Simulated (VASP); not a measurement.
# P: density of states with PBEsol

Crystal: P.

```
CELL_PARAMETERS angstrom
0.00000 1.46342 1.46342
1.46342 0.00000 1.46342
1.46342 1.46342 0.00000
ATOMIC_POSITIONS crystal
P 0.00000 0.00000 0.00000
```

This cell differs from its parent crystal: volume scaled by 0.45.

```
Program                 : VASP 6.6.1
Task                    : density of states
Functional              : PBEsol
Potentials or basis     : VASP PAW PBE potentials, release 64 (P)
Cutoff                  : 520 eV
k mesh                  : 17 × 17 × 17
Occupations             : fermi-dirac, width 0.1 eV
Spin                    : no spin polarisation
Dipole correction       : no
k mesh for the DOS      : 26 × 26 × 26
Occupations for the DOS : tetrahedron
Further INCAR settings  : ALGO = Normal; EDIFF = 1e-06
```

- Valence electrons inside the program's atomic spheres: P 2.79

Levels at points of the mesh, in eV from the Fermi level:
```tsv
k point	band 1	band 2	band 3	band 4	band 5	band 6
(0.00, 0.00, 0.00)	-28.51	13.46	13.46	13.46	18.54	18.54
(0.50, 0.00, 0.00)	-17.27	-15.65	11.48	11.48	13.25	13.25
(0.50, 0.50, 0.00)	-14.14	-10.77	-0.07	2.06	2.06	10.95
```

Wall time 30 s on 1 thread of AMD EPYC 7R13 (shared host), peak memory 0.09 GiB.
